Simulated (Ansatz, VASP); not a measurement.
Given: the input of a run of Ansatz 0.2.0 on Ni.

The input input.yaml:

```yaml
crystal:
  lattice:
    - [-1.38371547, 1.38371547, 1.38371547]
    - [1.38371547, -1.38371547, 1.38371547]
    - [1.38371547, 1.38371547, -1.38371547]
  atoms:
    - { symbol: Ni, position: [0.0, 0.0, 0.0], spin: 1.2 }
hamiltonian:
  xc: pbe
  pseudopotentials: { kind: paw }
magnetization:
  spin_polarized: true
  initial_magnetization: 1.2
  spin_locking: { lock_magnetization: hard }
kpoints:
  mp_grid: { grid: [11, 11, 11] }
scf:
  occupations: { method: fermi_dirac, width: 0.05 }
  lower_state_search: "off"
output:
  forces: true
  stress: true
  eigenvalues: true
```

Potentials or basis: Ansatz PAW.

Launch:

```sh
$ ansatz run input.yaml --threads 2 --pin off --max-ram 5632MiB --backend cpu --events-out ev --progress --plain --runs-dir out
```

Task: Translate it to VASP 6.6.1. Potentials there: VASP PAW PBE potentials, release 64 (Ni).

Result: As run (the cutoff follows the program's own potentials):

INCAR

```
SYSTEM = Ni
ALGO     = Normal         ! electronic algorithm
EDIFF    = 1E-6           ! SCF threshold, eV
ENCUT    = 520            ! plane-wave cutoff, eV
GGA      = PE             ! functional
ISIF     = 2              ! what is computed and relaxed
ISMEAR   = -1             ! smearing method
ISPIN    = 2              ! spin polarisation
LASPH    = .TRUE.         ! aspherical terms in the spheres
LCHARG   = .FALSE.        ! write CHGCAR
LMAXMIX  = 4              ! l up to which the mixer works
LORBIT   = 11             ! projections on sites
LREAL    = .FALSE.        ! projectors in reciprocal space
LWAVE    = .FALSE.        ! write WAVECAR
MAGMOM   = 1.2            ! initial moments
NBANDS   = 15             ! bands
NELM     = 150            ! most SCF steps
NUPDOWN  = 1.2            ! fixed moment
PREC     = Accurate       ! precision mode
SIGMA    = 0.05           ! smearing width, eV
```

The input KPOINTS:

```
k-points
0
G
  11 11 11
  0 0 0
```

POSCAR

```
Ni
1.0
   -1.3837154700      1.3837154700      1.3837154700
    1.3837154700     -1.3837154700      1.3837154700
    1.3837154700      1.3837154700     -1.3837154700
Ni
1
Direct
    0.0000000000      0.0000000000      0.0000000000
```

Potentials or basis: VASP PAW PBE potentials, release 64 (Ni).

The run is started by

```console
$ cat potpaw_PBE.64/Ni/POTCAR > POTCAR
$ mpirun -np 1 vasp_std > vasp.out
```

Both were run:

|  | VASP | Ansatz | Ansatz less VASP |
| --- | --- | --- | --- |
| pressure (GPa) | 15.4 | 15.6 | +0.24 |
| net moment per atom (μB) | 1.20 | 1.20 | 0.000 |
| size of the moment on the site where the two differ most (μB) | 1.17 | 1.16 | -0.009 |

Site moments also hang on the region over which each program counts them. The functional is the same, so the differences come from potentials, cutoffs and numerics. VASP's potentials hold 10 valence electrons a cell and Ansatz's 18, so a difference there can come from the potentials and not from the codes.
